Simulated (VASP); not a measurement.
Write the native input for VASP 6.6.1 that does the following.

```yaml
Task: single point
Functional: PBE
Potentials_or_basis: VASP PAW PBE potentials, release 64 (Si, O)
Cutoff: 520 eV
k_mesh: 6 × 6 × 8
Occupations: gaussian, width 0.05 eV
Spin: no spin polarisation
Dipole_correction: no
Further_INCAR_settings: ALGO = Normal; EDIFF = 1e-07; NBANDS = 25
```

The structure of SiO2 lies in POSCAR:

```
SiO2
1.0
    4.2994000000      0.0000000000      0.0000000000
    0.0000000000      4.2994000000      0.0000000000
    0.0000000000      0.0000000000      2.6091000000
Si O
2 4
Direct
    0.5000000000      0.5000000000      0.5000000000
    0.0000000000      0.0000000000      0.0000000000
    0.6930127928      0.6930127928      0.0000000000
    0.1930127928      0.8069872072      0.5000000000
    0.3069872072      0.3069872072      0.0000000000
    0.8069872072      0.1930127928      0.5000000000
```

One way to write it, as run:

INCAR

```
PREC = Accurate ; ENCUT = 520
EDIFF = 1E-7 ; ISMEAR = 0
SIGMA = 0.05 ; LREAL = F
LASPH = T ; NELM = 80
ALGO = Normal ; ISIF = 2
LWAVE = F ; LCHARG = T
GGA = PE ; LELF = T
LVHAR = T ; NBANDS = 25
```

KPOINTS

```
regular mesh
0
Gamma
  6 6 8
```

Potentials or basis: VASP PAW PBE potentials, release 64 (Si, O).

Launch:

```bash
$ cat potpaw_PBE.64/Si/POTCAR potpaw_PBE.64/O/POTCAR > POTCAR
$ mpirun -np 1 vasp_std > vasp.out
```

Results of the run:

```json
{"Pressure": "3.2 GPa", "Largest force": "0.296 eV/Å", "Band gap on the k mesh": "5.20 eV, direct"}
```

Wall time 32 s on 1 thread of Intel(R) Xeon(R) Platinum 8375C CPU @ 2.90GHz (Ice Lake) (shared host), peak memory 0.18 GiB.
